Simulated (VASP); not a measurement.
Set up this calculation in VASP 6.6.1, as the native input.

| Quantity | Value |
| --- | --- |
| Task | relaxation of cell and atoms |
| Functional | PBEsol |
| Potentials or basis | VASP PAW PBE potentials, release 64 (Fe) |
| Cutoff | 600 eV |
| k mesh | 10 × 10 × 10 |
| Occupations | gaussian, width 0.1 eV |
| Spin | collinear spin, ferromagnetic start |
| Starting moments | [2.88] μB |
| Dipole correction | no |
| Further INCAR settings | ALGO = Normal; EDIFF = 1e-07; IBRION = 2; EDIFFG = -0.04; NSW = 90; ISIF = 3 |

The structure of Fe lies in POSCAR:

```
Fe
1.0
   -1.2612468647      1.2612468647      1.9188031123
    1.2612468647     -1.2612468647      1.9188031123
    1.2612468647      1.2612468647     -1.9188031123
Fe
1
Direct
    0.0000000000      0.0000000000      0.0000000000
```

These files were run (other wordings do the same):

INCAR

```
ALGO = Normal
EDIFF = 1E-7
EDIFFG = -0.04
ENCUT = 600
GGA = PS
IBRION = 2
ISIF = 3
ISMEAR = 0
ISPIN = 2
LASPH = T
LCHARG = F
LMAXMIX = 4
LORBIT = 11
LREAL = F
LWAVE = F
MAGMOM = 2.88
NELM = 150
NSW = 90
PREC = Accurate
SIGMA = 0.1
```

KPOINTS

```
k-points
0
Gamma
  10 10 10
```

Potentials or basis: VASP PAW PBE potentials, release 64 (Fe).

Run with:

```bash
$ cat potpaw_PBE.64/Fe/POTCAR > POTCAR
$ mpirun -np 1 vasp_std > vasp.out
```

It gave:

* Relaxed volume: 11.13 Å³/atom
* Relaxed cell: a = 2.593 Å, b = 2.593 Å, c = 2.593 Å, α = 125.55°, β = 125.55°, γ = 80.63°
* Space group after relaxing (to 0.05 Å): I4/mmm (No. 139)
* Energy gained by relaxing: 73.6 meV/atom
* Ionic steps: 7
* Pressure after relaxing: -0.1 GPa
* Net moment: 2.26 μB per cell
* Site moments: Fe +2.24 μB
* Valence electrons inside the program's atomic spheres: Fe 7.33

Caveat: the PAW data sets were made with another functional, which shifts forces and pressure a little.

Run time: 98 s on 1 thread of Intel Xeon 6975P-C (shared host), peak memory 0.18 GiB.
